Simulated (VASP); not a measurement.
TePt3: single point with PBE

The system is TePt3.

```
Te Pt
1.0
     4.12953    0.00000    0.00000
     0.00000    4.12953    0.00000
     0.00000    0.00000    4.12953
Te Pt
1 3
Direct
  0.00000 0.00000 0.00000
  0.00000 0.50000 0.50000
  0.50000 0.00000 0.50000
  0.50000 0.50000 0.00000
```

| Property | Result |
| --- | --- |
| Program | VASP 6.6.1 |
| Task | single point |
| Functional | PBE |
| Potentials or basis | VASP PAW PBE potentials, release 64 (Te, Pt) |
| Cutoff | 520 eV |
| k mesh | 12 × 12 × 12 |
| Occupations | gaussian, width 0.1 eV |
| Spin | no spin polarisation |

```json
{
  "Pressure": "-0.4 GPa",
  "Band gap on the k mesh": "zero (bands 18 and 19 overlap by 0.75 eV)"
}
```

Levels at points of the mesh, in eV from the Fermi level:
```
           k point  band 14  band 15  band 16  band 17  band 18  band 19  band 20  band 21  band 22  band 23
(0.00, 0.00, 0.00)    -1.27    -1.12    -1.12    -0.39     0.12     0.12     0.12     5.18     5.18     6.02
(0.50, 0.00, 0.00)    -2.23    -2.09    -1.00    -0.99     0.12     1.13     1.13     4.42     4.42     4.87
(0.50, 0.50, 0.00)    -2.40    -2.06    -1.89    -1.62     0.38     0.38     2.64     2.84     5.08     5.08
(0.50, 0.50, 0.50)    -1.99    -1.99    -1.76    -0.41    -0.29    -0.29    -0.29     2.99     2.99     2.99
```

Run time: 41 s on 1 thread of Intel(R) Xeon(R) 6975P-C (Granite Rapids), on a shared host, peak memory 0.27 GiB.

Caveat: spin-orbit coupling is left out, which moves the levels of the heavy elements.
